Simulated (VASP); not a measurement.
# TlCuF6 (Fm-3m) in VASP: a series of runs

Runs on TlCuF6. Level: LDA. Tasks: single point.

Program: VASP 6.6.1. These are calculated values, not measurements. Logs are shortened: lines on timing, memory, paths and dates and some standing lists are left out, and cuts for length are marked.

## Step 1: The cell of the first run

Symmetry: Fm-3m, No. 225, cubic system. The conventional cell has a = 7.937 Å, b = 7.937 Å, c = 7.937 Å, α = 90.00°, β = 90.00°, γ = 90.00°. Within 2.8 Å of Tl (site symmetry m-3m) lie 6 F at 2.12 Å. Within 2.5 Å of Cu (site symmetry m-3m) lie 6 F at 1.85 Å. Within 2.5 Å of F (site symmetry 4mm) lie 1 Cu at 1.85 Å and 1 Tl at 2.12 Å.

## Step 2: Single point, LDA

Input file INCAR:

```
SYSTEM = TlCuF6
ALGO = Normal
EDIFF = 1E-6
ENCUT = 820
GGA = CA
GGA_COMPAT = .FALSE.
ISIF = 2
ISMEAR = 0
LASPH = .TRUE.
LCHARG = .FALSE.
LREAL = .FALSE.
LWAVE = .FALSE.
NBANDS = 47
NELM = 120
PREC = Accurate
SIGMA = 0.02
```

Input file KPOINTS:

```
k-points
0
G
  6 6 6
  0 0 0
```

Input file POSCAR:

```
TlCuF6
1.0
    5.6123740214      0.0000000000      0.0000000000
    2.8061870107      4.8604584780      0.0000000000
    2.8061870107      1.6201528260      4.5824841993
Tl Cu F
1 1 6
Direct
    0.0000000000      0.0000000000      0.0000000000
    0.5000000000      0.5000000000      0.5000000000
    0.2666429357      0.2666429357      0.7333570643
    0.2666429357      0.7333570643      0.7333570643
    0.7333570643      0.7333570643      0.2666429357
    0.2666429357      0.7333570643      0.2666429357
    0.7333570643      0.2666429357      0.7333570643
    0.7333570643      0.2666429357      0.2666429357
```

Potentials or basis: VASP PAW LDA potentials, release 64 (Tl_d, Cu_sv_GW, F).

Command:

```sh
cat potpaw_LDA.64/Tl_d/POTCAR potpaw_LDA.64/Cu_sv_GW/POTCAR potpaw_LDA.64/F/POTCAR > POTCAR
mpirun -np 1 vasp_std > vasp.out
```

OUTCAR:

```text
SYSTEM = TlCuF6
   EDIFF = 1E-6
   ENCUT = 820
   GGA = CA
   ISIF = 2
   ISMEAR = 0
   LASPH = .TRUE.
   LREAL = .FALSE.
   NELM = 120
   PREC = Accurate

 ion  position               nearest neighbor table
   1  0.000  0.000  0.000-   4 2.12   8 2.12   7 2.12   6 2.12   5 2.12   3 2.12
   2  0.500  0.500  0.500-   4 1.85   8 1.85   7 1.85   6 1.85   5 1.85   3 1.85
   3  0.267  0.267  0.733-   2 1.85   1 2.12
   4  0.267  0.733  0.733-   2 1.85   1 2.12
   5  0.733  0.733  0.267-   2 1.85   1 2.12
   6  0.267  0.733  0.267-   2 1.85   1 2.12
   7  0.733  0.267  0.733-   2 1.85   1 2.12
   8  0.733  0.267  0.267-   2 1.85   1 2.12

  LATTYP: Found a face centered cubic cell.
 ALAT       =     7.9370954581

  Lattice vectors:

 A1 = (   5.6123740214,   0.0000000000,   0.0000000000)
 A2 = (   2.8061870107,   4.8604584780,   0.0000000000)
 A3 = (   2.8061870107,   1.6201528260,   4.5824841993)

Analysis of symmetry for initial positions (statically):
=====================================================================
 Subroutine PRICEL returns:
 Original cell was already a primitive cell.

 Routine SETGRP: Setting up the symmetry group for a
 face centered cubic supercell.

 Subroutine GETGRP returns: Found 48 space group operations
 (whereof 48 operations were pure point group operations)
 out of a pool of 48 trial point group operations.

The static configuration has the point symmetry O_h .

Analysis of symmetry for dynamics (positions and initial velocities):
=====================================================================
 Subroutine PRICEL returns:
 Original cell was already a primitive cell.

 Routine SETGRP: Setting up the symmetry group for a
 face centered cubic supercell.

 Subroutine GETGRP returns: Found 48 space group operations
 (whereof 48 operations were pure point group operations)
 out of a pool of 48 trial point group operations.

The dynamic configuration has the point symmetry O_h .

 Subroutine INISYM returns: Found 48 space group operations
 (whereof 48 operations are pure point group operations),
 and found     1 'primitive' translations

----------------------------------------------------------------------------------------

                                     Primitive cell

  volume of cell :     125.0043

  direct lattice vectors                    reciprocal lattice vectors
[... 94 lines left out ...]
   IBRION =     -1    ionic relax: 0-MD 1-quasi-New 2-CG
   NFREE  =      0    steps in history (QN), initial steepest desc. (CG)
   ISIF   =      2    stress and relaxation
   ISYM   =      2    0-nonsym 1-usesym 2-fastsym
   POTIM  = 0.5000    time-step for ionic-motion
   TEBEG  =    0.0;   TEEND  =   0.0 temperature during run
   PSTRESS=    0.0 pullay stress
   NELECT =      74.0000    total number of electrons
   NUPDOWN=      -1.0000    fix difference up-down
   EMIN   =  10.00;   EMAX   =-10.00  energy-range for DOS
   EFERMI =   0.00;   METHOD = LEGACY
   ISMEAR =     0;   SIGMA  =   0.02  broadening in eV -4-tet -1-fermi 0-gaus
   EFERMI_NEDOS =   21; number of points for ismear=-14 and -15
   IALGO  =     38    algorithm
   IMIX   =      4    mixing-type and parameters
     AMIX     =   0.40;   BMIX     =  1.00
     AMIX_MAG =   1.60;   BMIX_MAG =  1.00
  volume/ion in A,a.u.               =      15.63       105.45
  Fermi-wavevector in a.u.,A,eV,Ry     =   1.374603  2.597622 25.708644  1.889532
  Thomas-Fermi vector in A             =   2.500014
   LORBIT       =      0    0 simple, 1 ext, 2 COOP (PROOUT), +10 PAW based schemes
   GGA     = CA    functional components
   LHFCALC =     F    Hartree Fock is set to
   AEXX    =    0.0000 exact exchange contribution
   IVDW    =     0    specifies the selected vdW correction
   LEPSILON=     F    determine dielectric tensor
   LRPA    =     F    only Hartree local field effects (RPA)
 non-spin polarized calculation
 Gauss-broadening in eV      SIGMA  =   0.02
  energy-cutoff  :      820.00
  volume of cell :      125.00
 maximum number of plane-waves:      6710
 NGX is ok and might be reduce to    54
   NGX = 27   NGY = 27   NGZ = 27

 number of electron      73.9999994 magnetization

 Free energy of the ion-electron system (eV)
  ---------------------------------------------------
  ext. energy  EPLUGINS =         0.00000000
  ---------------------------------------------------
  free energy    TOTEN  =       -33.57506239 eV

  energy without entropy =      -33.57372861  energy(sigma->0) =      -33.57439550

 E-fermi :  -1.4773     XC(G=0):  -9.2469

 val. band max:       -1.5820898883   @ k =  -0.3333   0.1667   0.0000
 cond. band min:      -1.4667921655   @ k =  -0.3333   0.3333   0.1667
 fundamental gap:      0.1152977228
 Fermi energy:        -1.4773203575

 k-point     1 :       0.0000    0.0000    0.0000
  band No.  band energies     occupation
      1    -113.5307      2.00000
      2     -71.4536      2.00000
      3     -71.4536      2.00000
      4     -71.4536      2.00000
      5     -23.4066      2.00000
      6     -22.6534      2.00000
[... 789 lines left out ...]
     46      11.2645      0.00000
     47      13.0442      0.00000

------------------------ aborting loop because EDIFF is reached ----------------------------------------

  FORCE on cell =-STRESS in cart. coord.  units (eV):
  Direction    XX          YY          ZZ          XY          YZ          ZX
  --------------------------------------------------------------------------------------
  -------------------------------------------------------------------------------------
  Total        0.1869467      0.1869467      0.1869467      0.0000000      0.0000000     -0.0000000
  in kB        2.3960927      2.3960927      2.3960927      0.0000000      0.0000000     -0.0000000
  external PRESSURE =       2.3960927 kB  Pullay stress =       0.0000000 kB

 VOLUME and BASIS-vectors are now :
 -----------------------------------------------------------------------------
  energy-cutoff  :      820.00
  volume of cell :      125.00
      direct lattice vectors                 reciprocal lattice vectors
     5.612374021  0.000000000  0.000000000     0.178177719 -0.102870954 -0.072740749
     2.806187011  4.860458478  0.000000000     0.000000000  0.205741908 -0.072740749
     2.806187011  1.620152826  4.582484199     0.000000000  0.000000000  0.218222247

 POSITION                                       TOTAL-FORCE (eV/Angst)
 -----------------------------------------------------------------------------------
      0.00000      0.00000      0.00000         0.000000     -0.000000      0.000000
      5.61237      3.24031      2.29124         0.000000     -0.000000      0.000000
      4.30269      2.48416      3.36060        -0.004771     -0.002754      0.003895
      5.61237      4.75260      3.36060         0.000000      0.005509      0.003895
      6.92206      3.99645      1.22189         0.004771      0.002754     -0.003895
      4.30269      3.99645      1.22189        -0.004771      0.002754     -0.003895
      6.92206      2.48416      3.36060         0.004771     -0.002754      0.003895
      5.61237      1.72801      1.22189         0.000000     -0.005509     -0.003895
 -----------------------------------------------------------------------------------
    total drift:                                0.000000      0.000000      0.000000

  FREE ENERGIE OF THE ION-ELECTRON SYSTEM (eV)
  ---------------------------------------------------
  free  energy   TOTEN  =       -33.5750623898 eV

  energy  without entropy=      -33.5737286146  energy(sigma->0) =      -33.57439550
```

OSZICAR:

```text
N       E                     dE             d eps       ncg     rms          rms(c)
DAV:   1     0.867557056510E+03    0.86756E+03   -0.57450E+04  2519   0.325E+03
DAV:   2     0.263848612404E+02   -0.84117E+03   -0.81900E+03  2369   0.875E+02
DAV:   3    -0.421656244646E+02   -0.68550E+02   -0.67865E+02  2384   0.228E+02
DAV:   4    -0.445711350732E+02   -0.24055E+01   -0.24010E+01  2135   0.399E+01
DAV:   5    -0.446922558703E+02   -0.12112E+00   -0.12110E+00  1995   0.670E+00    0.345E+01
DAV:   6    -0.592576399612E+02   -0.14565E+02   -0.62160E+02  2384   0.461E+02    0.304E+01
DAV:   7    -0.347293488681E+02    0.24528E+02   -0.55119E+01  2392   0.312E+02    0.148E+01
DAV:   8    -0.338870586607E+02    0.84229E+00   -0.95670E+00  2320   0.183E+02    0.107E+01
DAV:   9    -0.338375629805E+02    0.49496E-01   -0.27554E+00  2342   0.928E+01    0.468E+00
DAV:  10    -0.335731312553E+02    0.26443E+00   -0.53581E-01  2291   0.567E+01    0.467E-01
DAV:  11    -0.335755504716E+02   -0.24192E-02   -0.86210E-02  2331   0.359E+00    0.279E-01
DAV:  12    -0.335751405993E+02    0.40987E-03   -0.14802E-03  2429   0.827E-01    0.187E-01
DAV:  13    -0.335752597850E+02   -0.11919E-03   -0.20490E-03  2249   0.846E-01    0.146E-01
DAV:  14    -0.335751158206E+02    0.14396E-03   -0.12042E-03  2315   0.161E+00    0.588E-02
DAV:  15    -0.335750698993E+02    0.45921E-04   -0.97660E-05  2305   0.451E-01    0.235E-02
DAV:  16    -0.335750621105E+02    0.77888E-05   -0.29367E-05  2022   0.294E-01    0.461E-03
DAV:  17    -0.335750623898E+02   -0.27934E-06   -0.46283E-06  1542   0.210E-02
   1 F= -.33575062E+02 E0= -.33574396E+02  d E =-.133378E-02
```

stdout:

```text
POSCAR found type information on POSCAR TlCuF
 POSCAR found :  3 types and       8 ions
 scaLAPACK will be used
 LDA part: xc-table for (Slater(with rela. corr.)+CA(PZ))
 , standard interpolation
 POSCAR, INCAR and KPOINTS ok, starting setup
 FFT: planning ... GRIDC
 FFT: planning ... GRID_SOFT
 FFT: planning ... GRID
 WAVECAR not read
 entering main loop
```

It took 5.3 min on 1 thread of Intel Xeon Platinum 8259CL at 2.50GHz (Skylake/Cascade Lake), shared host; peak memory 0.42 GiB.

What came out:

```yaml
Free_energy: -33.5751 eV
Pressure: 0.2 GPa
Largest_force: 0.007 eV/Å
Band_gap_on_the_k_mesh: zero (bands 37 and 38 overlap by 0.84 eV)
```

Forces on the atoms (eV/Å):
```
Tl   0.000  0.000  0.000
Cu   0.000  0.000  0.000
F   -0.005 -0.003  0.004
F    0.000  0.006  0.004
F    0.005  0.003 -0.004
F   -0.005  0.003 -0.004
F    0.005 -0.003  0.004
F    0.000 -0.006 -0.004
```

Caveat: spin-orbit coupling is left out, which moves the levels of the heavy elements.

(Continued in part 2 of 2.)

The gap in the log of VASP goes by the Fermi energy; the results here count the filled bands.